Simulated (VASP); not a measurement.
WS2: single point with PBEsol

WS2:

```
CELL_PARAMETERS angstrom
-2.35742 2.35742 4.47951
2.35742 -2.35742 4.47951
2.35742 2.35742 -4.47951
ATOMIC_POSITIONS crystal
W 0.75000 0.25000 0.50000
W 0.00000 0.00000 0.00000
S 0.47785 0.97785 0.50000
S 0.72785 0.72785 0.00000
S 0.27215 0.27215 0.00000
S 0.02215 0.52215 0.50000
```

```
Program             : VASP 6.6.1
Task                : single point
Functional          : PBEsol
Potentials or basis : VASP PAW PBE potentials, release 64 (W_sv, S)
Cutoff              : 520 eV
k mesh              : 6 × 6 × 6
Occupations         : fermi-dirac, width 0.03 eV
Spin                : no spin polarisation
```

The pressure is 0.2 GPa, the largest force is 0.014 eV/Å and the band gap on the k mesh is zero (band 26 reaches 9.18 eV, above the bottom of band 27 at 6.59 eV).

Forces on the atoms (eV/Å):
```
W    0.000  0.000  0.000
W    0.000  0.000  0.000
S    0.000  0.000 -0.014
S    0.000  0.000 -0.014
S    0.000  0.000  0.014
S    0.000  0.000  0.014
```

Levels at points of the mesh, in eV from the Fermi level:
```csv
k point,band 23,band 24,band 25,band 26,band 27,band 28,band 29,band 30
"(0.00, 0.00, 0.00)",-1.38,-1.38,-0.81,-0.79,-0.62,-0.62,-0.23,0.05
"(0.50, 0.00, 0.00)",-1.63,-1.54,-1.40,0.05,0.34,0.39,1.32,1.32
"(0.50, 0.50, 0.00)",-1.48,-1.48,0.47,0.47,1.54,1.54,1.63,1.63
"(0.50, 0.50, 0.50)",-2.12,-2.12,-2.01,-2.01,-1.96,-1.96,0.06,0.06
```

Wall time 110 s on 1 thread of Intel(R) Xeon(R) Platinum 8488C (Sapphire Rapids), with other jobs on the host, peak memory 0.29 GiB.

Caveat: the PAW data sets were made with another functional, which shifts forces and pressure a little; spin-orbit coupling is left out, which moves the levels of the heavy elements.
